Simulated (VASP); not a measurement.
Input of a VASP 6.6.1 run:

File INCAR:

```
SYSTEM = InGaTe3
ALGO = Normal
EDIFF = 1E-6
ENCUT = 520
GGA = PE
ISIF = 2
ISMEAR = 0
LASPH = .TRUE.
LCHARG = .FALSE.
LREAL = .FALSE.
LWAVE = .FALSE.
NBANDS = 30
NELM = 60
PREC = Accurate
SIGMA = 0.1
```

File KPOINTS:

```
k-points
0
G
  4 4 4
  0 0 0
```

The input POSCAR:

```
InGaTe3
1.0
    5.7415528195      0.0000000000      0.0000000000
    0.0000000000      5.7415528195      0.0000000000
    0.0000000000      0.0000000000      5.7415528195
In Ga Te
1 1 3
Direct
    0.0000000000      0.0000000000      0.0000000000
    0.5000000000      0.5000000000      0.5000000000
    0.5000000000      0.0000000000      0.0000000000
    0.0000000000      0.5000000000      0.0000000000
    0.0000000000      0.0000000000      0.5000000000
```

Potentials or basis: VASP PAW PBE potentials, release 64 (In_d, Ga_d, Te).

Run with:

```bash
$ cat potpaw_PBE.64/In_d/POTCAR potpaw_PBE.64/Ga_d/POTCAR potpaw_PBE.64/Te/POTCAR > POTCAR
$ mpirun -np 1 vasp_std > vasp.out
```

What does it give for the pressure?

0.0 GPa.

What does it give for the band gap on the k mesh?

Zero (bands 22 and 23 overlap by 1.12 eV).

Caveat: spin-orbit coupling is left out, which moves the levels of the heavy elements.
